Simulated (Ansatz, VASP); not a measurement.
Two plane-wave programs on In4Sb3As

```xyz
8
Lattice="4.5638 0.0000 0.0000 0.0000 4.5638 0.0000 0.0000 0.0000 12.8713" Properties=species:S:1:pos:R:3 pbc="T T T"
As    0.0000    0.0000    0.0000
In    0.0000    2.2819   11.4253
In    2.2819    0.0000    8.1017
In    0.0000    2.2819    4.7696
In    2.2819    0.0000    1.4461
Sb    2.2819    2.2819    9.7627
Sb    0.0000    0.0000    6.4357
Sb    2.2819    2.2819    3.1087
```

Alike in both runs: task single point; functional r2SCAN; k mesh 6 × 6 × 2; occupations fermi-dirac, width 0.02 eV; no spin polarisation.

```csv
,VASP,Ansatz
version,VASP 6.6.1,Ansatz 0.2.0
potentials or method,"VASP PAW PBE potentials, release 64 (As, In_d, Sb)","plane waves, PAW"
plane-wave cutoff (eV),520,500
valence electrons in the cell,72,112
```

```tsv
	VASP	Ansatz	Ansatz less VASP
pressure (GPa)	0.0	0.0	0.00
```

VASP's potentials were made for PBE, not for r2SCAN. VASP's potentials hold 72 valence electrons a cell and Ansatz's 112, so a difference there can come from the potentials and not from the codes.

Spin-orbit coupling is off throughout.
